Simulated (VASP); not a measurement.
A run of VASP 6.6.1:

File INCAR:

```
  PREC = Accurate
  ENCUT = 500
  EDIFF = 1E-6
  ISMEAR = 0
  SIGMA = 0.2
  LREAL = F
  LASPH = T
  NELM = 200
  ALGO = Normal
  ISIF = 2
  LWAVE = F
  LCHARG = T
  GGA = PE
  LELF = T
  LVHAR = T
  NBANDS = 32
  GGA_COMPAT = F
  LMAXMIX = 6
```

File KPOINTS:

```
regular mesh
0
Gamma
  3 3 3
```

Contents of POSCAR:

```
Ba4Er
1.0
    0.0000000000      5.4565847696      5.4565847696
    5.4565847696      0.0000000000      5.4565847696
    5.4565847696      5.4565847696      0.0000000000
Ba Er
4 1
Direct
    0.1255635585      0.1255635585      0.1255635585
    0.1255635585      0.1255635585      0.6233093245
    0.1255635585      0.6233093245      0.1255635585
    0.6233093245      0.1255635585      0.1255635585
    0.5000000000      0.5000000000      0.5000000000
```

Potentials or basis: VASP PAW PBE potentials, release 64 (Ba_sv, Er_3), 4f in core.

Launch:

```console
$ cat potpaw_PBE.64/Ba_sv/POTCAR potpaw_PBE.64/Er_3/POTCAR > POTCAR
$ mpirun -np 1 vasp_std > vasp.out
```

Hardware: 1 thread of AMD EPYC 9R45 96-Core Processor (Zen 5), with other jobs on the host.

How long does it take, and how much memory?

Run time: 38 s on 1 thread of AMD EPYC 9R45 96-Core Processor (Zen 5), with other jobs on the host, peak memory 0.39 GiB. Counts: scf iterations 14, k points 4.
